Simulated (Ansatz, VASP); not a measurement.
# TiAl: VASP beside Ansatz

INCAR

```
SYSTEM = TiAl
PREC = Accurate
ENCUT = 520
EDIFF = 1E-6
ISMEAR = 0
SIGMA = 0.15
LREAL = .False.
LASPH = .True.
NELM = 60
ALGO = Normal
ISIF = 2
LWAVE = .False.
LCHARG = .False.
GGA = PS
NBANDS = 14
```

File KPOINTS:

```
Automatic mesh
0
Gamma
  18 18 10
  0 0 0
```

The input POSCAR:

```
TiAl
1.0
    2.7812443657      0.0000000000      0.0000000000
   -1.3906221828      2.4086282748      0.0000000000
    0.0000000000      0.0000000000      4.5377405100
Ti Al
1 1
Direct
    0.0000000000      0.0000000000      0.0000000000
    0.3333333333      0.6666666667      0.5000000000
```

Input for Ansatz:

```yaml
crystal:
  lattice:
    - [2.7812443657, 0.0, 0.0]
    - [-1.3906221828, 2.4086282748, 0.0]
    - [0.0, 0.0, 4.53774051]
  atoms:
    - { symbol: Ti, position: [0.0, 0.0, 0.0] }
    - { symbol: Al, position: [0.3333333333, 0.6666666667, 0.5] }
basis:
  ecutwfc: 420
kpoints:
  mp_grid: { grid: [18, 18, 10] }
hamiltonian:
  xc: pbesol
scf:
  occupations: { method: gaussian, width: 0.15 }
output:
  forces: true
  stress: true
  eigenvalues: true
```

Change from the starting cell: strain -0.030 along x and y, -0.030 along z, atoms carried along.

Alike in both runs: task single point; functional PBEsol; k mesh 18 × 18 × 10; occupations gaussian, width 0.15 eV; no spin polarisation.

|  | VASP | Ansatz |
| --- | --- | --- |
| version | VASP 6.6.1 | Ansatz 0.2.0 |
| potentials or method | VASP PAW PBE potentials, release 64 (Ti_sv, Al), cutoff 520 eV | scalar-relativistic, plane waves, PAW |
| valence electrons in the cell | 15 | 15 |

Ansatz gave:

* gap on the k mesh at the Fermi level (eV): none
* pressure (GPa): 8.2
* traceless stress, the component that is largest in VASP (GPa): 0.28

Task: Which values does VASP return?

Result: gap on the k mesh at the Fermi level (eV): none; pressure (GPa): 8.2; traceless stress, the component that is largest in VASP (GPa): 0.36.

VASP's potentials were made for PBE, not for PBEsol. A gap of «none» marks a metal or a gap that the smearing closes. With one functional, cell and mesh, what is left measures potentials, basis and numerics.
